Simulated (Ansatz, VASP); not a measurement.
# Two plane-wave programs on C

File INCAR:

```
ALGO = Normal ; EDIFF = 1E-6
ENCUT = 520 ; GGA = PE
ISIF = 2 ; ISMEAR = 0
LASPH = True ; LCHARG = False
LREAL = False ; LWAVE = False
NBANDS = 26 ; NELM = 100
PREC = Accurate ; SIGMA = 0.1
```

KPOINTS

```
k-points
0
Gamma
  6 6 6
```

POSCAR

```
C
1.0
   -2.2812794500      2.2812794500      2.0500420900
    2.2812794500     -2.2812794500      2.0500420900
    2.2812794500      2.2812794500     -2.0500420900
C
8
Direct
    0.7554327700      0.1131968600      0.2321106300
    0.8810862300      0.5233221400      0.7678893700
    0.1131968600      0.7554327700      0.2321106300
    0.4766778600      0.2445672300      0.3577641000
    0.8868031400      0.1189137700      0.6422359000
    0.5233221400      0.8810862300      0.7678893700
    0.2445672300      0.4766778600      0.3577641000
    0.1189137700      0.8868031400      0.6422359000
```

Input for Ansatz:

```yaml
crystal:
  lattice:
    - [-2.28127945, 2.28127945, 2.05004209]
    - [2.28127945, -2.28127945, 2.05004209]
    - [2.28127945, 2.28127945, -2.05004209]
  atoms:
    - { symbol: C, position: [0.75543277, 0.11319686, 0.23211063] }
    - { symbol: C, position: [0.88108623, 0.52332214, 0.76788937] }
    - { symbol: C, position: [0.11319686, 0.75543277, 0.23211063] }
    - { symbol: C, position: [0.47667786, 0.24456723, 0.3577641] }
    - { symbol: C, position: [0.88680314, 0.11891377, 0.6422359] }
    - { symbol: C, position: [0.52332214, 0.88108623, 0.76788937] }
    - { symbol: C, position: [0.24456723, 0.47667786, 0.3577641] }
    - { symbol: C, position: [0.11891377, 0.88680314, 0.6422359] }
basis:
  ecutwfc: 420
kpoints:
  mp_grid: { grid: [6, 6, 6] }
hamiltonian:
  xc: pbe
scf:
  occupations: { method: gaussian, width: 0.1 }
  lower_state_search: "off"
output:
  forces: true
  stress: true
  eigenvalues: true
```

Alike in both runs: task single point; functional PBE; k mesh 6 × 6 × 6; occupations gaussian, width 0.1 eV; no spin polarisation.

```csv
,VASP,Ansatz
version,VASP 6.6.1,Ansatz 0.2.0
potentials or method,"VASP PAW PBE potentials, release 64 (C), cutoff 520 eV","scalar-relativistic, plane waves, PAW"
valence electrons in the cell,32,32
```

VASP gave:

| Quantity | Value |
| --- | --- |
| rms of the force components (eV/Å) | 0.612 |

Question: What did Ansatz give for the same quantities?

Answer: rms of the force components (eV/Å): 0.584.

Atom by atom the forces differ by 0.032 eV/Å (rms over components).
